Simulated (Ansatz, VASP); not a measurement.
**Al3B2N in VASP and in Ansatz**

```
Al B N
1.0
     3.83886    0.00000    0.00000
    -1.91943    3.32455    0.00000
     0.00000    0.00000    6.31037
Al B N
3 2 1
Direct
  0.33333 0.66667 0.00000
  0.66667 0.33333 0.00000
  0.00000 0.00000 0.00000
  0.00000 0.00000 0.29663
  0.00000 0.00000 0.70337
  0.00000 0.00000 0.50000
```

Alike in both runs: task single point; functional PBE; k mesh 6 × 6 × 4; occupations gaussian, width 0.1 eV; no spin polarisation.

```csv
,VASP,Ansatz
version,VASP 6.6.1,Ansatz 0.2.0
potentials or method,"VASP PAW PBE potentials, release 64 (Al, B, N), cutoff 520 eV","scalar-relativistic, plane waves, PAW"
valence electrons in the cell,20,20
```

|  | VASP | Ansatz | Ansatz less VASP |
| --- | --- | --- | --- |
| gap on the k mesh at the Fermi level (eV) | none | none | - |
| rms of the force components (eV/Å) | 0.215 | 0.208 | -0.0069 |

Atom by atom the forces differ by 0.007 eV/Å (rms over components). A gap of «none» marks a metal or a gap that the smearing closes.
